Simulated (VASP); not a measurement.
BaO (d3), 2 atoms in the cell. Symmetry: Fm-3m, No. 225, cubic system. The conventional cell has a = 5.581 Å, b = 5.581 Å, c = 5.581 Å, α = 90.00°, β = 90.00°, γ = 90.00°. Within 3.7 Å of Ba (site symmetry m-3m) lie 6 O at 2.79 Å. Within 3.7 Å of O (site symmetry m-3m) lie 6 Ba at 2.79 Å. 

| Item | Value |
| --- | --- |
| Program | VASP 6.6.1 |
| Task | relaxation of cell and atoms |
| Functional | PBE |
| Dispersion | D3(BJ) |
| Potentials or basis | VASP PAW PBE potentials, release 64 (Ba_sv, O) |
| Cutoff | 600 eV |
| k mesh | 8 × 8 × 8 |
| Occupations | gaussian, width 0.02 eV |
| Spin | no spin polarisation |
| Dipole correction | no |
| Further INCAR settings | ALGO = Normal; EDIFF = 1e-07; IBRION = 2; EDIFFG = -0.002; NSW = 100; ISIF = 3 |

Potentials or basis: VASP PAW PBE potentials, release 64 (Ba_sv, O).

Run with:

```console
$ cat potpaw_PBE.64/Ba_sv/POTCAR potpaw_PBE.64/O/POTCAR > POTCAR
$ mpirun -np 1 vasp_std > vasp.out
```

Hardware: 1 thread of AMD EPYC 7R43 64-Core Processor (Zen 3), with other jobs on the host.

**Question.** How long does it take, and how much memory?

**Answer.** Run time: 69 s on 1 thread of AMD EPYC 7R43 64-Core Processor (Zen 3), on a shared host, peak memory 0.16 GiB. Counts: scf iterations 34, k points 29, ion steps 3.
